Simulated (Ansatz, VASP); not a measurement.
**SnO2: VASP beside Ansatz**

```
CELL_PARAMETERS angstrom
-1.82722 1.82722 5.09017
1.82722 -1.82722 5.09017
1.82722 1.82722 -5.09017
ATOMIC_POSITIONS crystal
Sn 0.75000 0.25000 0.50000
Sn 0.00000 0.00000 0.00000
O 0.79700 0.79700 0.00000
O 0.95300 0.45300 0.50000
O 0.20300 0.20300 0.00000
O 0.54700 0.04700 0.50000
```

Change from the starting cell: strain -0.080 along x and y, +0.000 along z, atoms carried along.

Alike in both runs: task single point; functional LDA; k mesh 10 × 10 × 10; occupations gaussian, width 0.05 eV; no spin polarisation.

|  | VASP | Ansatz |
| --- | --- | --- |
| version | VASP 6.6.1 | Ansatz 0.2.0 |
| potentials or method | VASP PAW LDA potentials, release 64 (Sn_d, O), cutoff 520 eV | scalar-relativistic, plane waves, PAW |
| valence electrons in the cell | 52 | 52 |

Ansatz gave:

* gap on the k mesh at the Fermi level (eV): 3.27
* least direct gap on the mesh (eV): 4.00
* pressure (GPa): 46.5
* traceless stress, the component that is largest in VASP (GPa): -17.65
* rms of the force components (eV/Å): 0.223

**Question.** Which values does VASP return?

**Answer.** gap on the k mesh at the Fermi level (eV): 3.31; least direct gap on the mesh (eV): 4.04; pressure (GPa): 47.9; traceless stress, the component that is largest in VASP (GPa): -17.58; rms of the force components (eV/Å): 0.208.

LDA's correlation is that of Perdew and Zunger in VASP and of Perdew and Wang (1992) in Ansatz. Atom by atom the forces differ by 0.014 eV/Å (rms over components). Both programs put the cell under a high pressure, so it lies far from rest at this level.
